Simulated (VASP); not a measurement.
## ZnAsAuF: density of states with PBE

The system is ZnAsAuF.

```
Au Zn As F
1.0
     3.90150    0.00000    0.00000
     0.00000    3.90150    0.00000
     0.00000    0.00000    8.87756
Au Zn As F
2 2 2 2
Cartesian
  0.9754 0.9754 2.9453
  2.9261 2.9261 5.9323
  0.9754 2.9261 0.0000
  2.9261 0.9754 0.0000
  2.9261 2.9261 1.3236
  0.9754 0.9754 7.5539
  0.9754 2.9261 4.4388
  2.9261 0.9754 4.4388
```

```json
{"Program": "VASP 6.6.1", "Task": "density of states", "Functional": "PBE", "Potentials or basis": "VASP PAW PBE potentials, release 64 (Au, Zn, As, F)", "Cutoff": "520 eV", "k mesh": "9 × 9 × 4", "Occupations": "fermi-dirac, width 0.1 eV", "Spin": "no spin polarisation", "Dipole correction": "no", "k mesh for the DOS": "14 × 14 × 6", "Occupations for the DOS": "tetrahedron", "Further INCAR settings": "ALGO = Normal; EDIFF = 1e-07; NBANDS = 45"}
```

```json
{
  "Valence electrons inside the program's atomic spheres": "Au 9.36; Zn 11.01; As 2.79; F 6.00"
}
```

Levels at points of the mesh, in eV from the Fermi level:
| k point | band 31 | band 32 | band 33 | band 34 | band 35 | band 36 | band 37 | band 38 | band 39 | band 40 |
| --- | --- | --- | --- | --- | --- | --- | --- | --- | --- | --- |
| (0.00, 0.00, 0.00) | -0.55 | -0.55 | -0.49 | -0.47 | 0.38 | 0.83 | 0.83 | 1.57 | 2.68 | 4.70 |
| (0.50, 0.00, 0.00) | -0.85 | -0.85 | -0.32 | -0.32 | -0.23 | -0.23 | 2.12 | 2.12 | 3.96 | 3.96 |
| (0.50, 0.50, 0.00) | -0.94 | -0.94 | -0.72 | -0.72 | -0.35 | -0.35 | 1.44 | 1.44 | 3.90 | 3.90 |
| (0.00, 0.00, 0.50) | -1.21 | -0.74 | -0.74 | -0.50 | 1.01 | 1.01 | 1.50 | 1.59 | 2.61 | 3.21 |
| (0.50, 0.00, 0.50) | -0.99 | -0.99 | -0.48 | -0.48 | -0.15 | -0.15 | 1.87 | 1.87 | 4.16 | 4.16 |
| (0.50, 0.50, 0.50) | -1.01 | -1.01 | -0.95 | -0.95 | -0.72 | -0.72 | 1.43 | 1.43 | 4.69 | 4.69 |

It took 9.4 min on 1 × NVIDIA H100 80GB with 1 thread of Intel(R) Xeon(R) Platinum 8481C CPU @ 2.70GHz (Sapphire Rapids), on a shared host, peak memory 1.8 GiB.

Caveat: spin-orbit coupling is left out, which moves the levels of the heavy elements.
